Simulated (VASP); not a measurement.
CsGaAg2, 4 atoms in the cell. The structure is trigonal, space group R-3m (No. 166). Conventional cell: a = 4.730 Å, b = 4.730 Å, c = 20.164 Å, α = 90.00°, β = 90.00°, γ = 120.00°. Cs (site symmetry -3m) has 8 Ag at 3.63 to 4.12 Å and 6 Ga at 4.33 Å and 6 Cs at 4.73 Å within 4.8 Å. Ga (site symmetry -3m) has 6 Ag at 2.74 Å within 3.6 Å. Within 3.7 Å of Ag (site symmetry 3m) lie 3 Ga at 2.74 Å and 3 Ag at 2.78 Å and 1 Cs at 3.63 Å. 

* Program: VASP 6.6.1
* Task: single point
* Functional: PBE
* Potentials or basis: VASP PAW PBE potentials, release 64 (Cs_sv, Ga_d, Ag)
* Cutoff: 520 eV
* k mesh: 12 × 12 × 12
* Occupations: gaussian, width 0.1 eV
* Spin: no spin polarisation
* Dipole correction: no
* Further INCAR settings: ALGO = Fast; EDIFF = 1e-07; NBANDS = 30

Potentials or basis: VASP PAW PBE potentials, release 64 (Cs_sv, Ga_d, Ag).

Command:

```bash
$ cat potpaw_PBE.64/Cs_sv/POTCAR potpaw_PBE.64/Ga_d/POTCAR potpaw_PBE.64/Ag/POTCAR > POTCAR
$ mpirun -np 1 vasp_std > vasp.out
```

Hardware: 1 thread of Intel(R) Xeon(R) 6975P-C (Granite Rapids), on a shared host.

Question: Estimate the wall time of this run.

Answer: It took 17 min on 1 thread of Intel(R) Xeon(R) 6975P-C (Granite Rapids), on a shared host, peak memory 0.93 GiB. Counts: scf iterations 16, k points 189.
